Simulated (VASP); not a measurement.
Input of a VASP 6.6.1 run:

INCAR

```
PREC = Accurate ; ENCUT = 520
EDIFF = 1E-6 ; ISMEAR = 0
SIGMA = 0.1 ; LREAL = False
LASPH = True ; NELM = 60
ALGO = Normal ; ISIF = 2
LWAVE = False ; LCHARG = False
GGA = PE ; NBANDS = 63
```

File KPOINTS:

```
regular mesh
0
Gamma
  4 4 4
```

File POSCAR:

```
Ge7Os
1.0
    0.0000000000      4.9019208404      4.9019208404
    4.9019208404      0.0000000000      4.9019208404
    4.9019208404      4.9019208404      0.0000000000
Ge Os
7 1
Direct
    0.2479959980      0.7520040020      0.7520040020
    0.7520040020      0.2479959980      0.2479959980
    0.7520040020      0.2479959980      0.7520040020
    0.2479959980      0.7520040020      0.2479959980
    0.7520040020      0.7520040020      0.2479959980
    0.2479959980      0.2479959980      0.7520040020
    0.5000000000      0.5000000000      0.5000000000
    0.0000000000      0.0000000000      0.0000000000
```

Potentials or basis: VASP PAW PBE potentials, release 64 (Ge_d, Os).

The run is started by

```sh
$ cat potpaw_PBE.64/Ge_d/POTCAR potpaw_PBE.64/Os/POTCAR > POTCAR
$ mpirun -np 1 vasp_std > vasp.out
```

(1) Estimate the pressure.

(2) Predict the band gap on the k mesh.

(3) Predict the largest force.

Answers

(1) 0.2 GPa.

(2) zero (band 53 reaches 2.87 eV, above the bottom of band 54 at 2.50 eV).

(3) 0.014 eV/Å.

Caveat: spin-orbit coupling is left out, which moves the levels of the heavy elements.
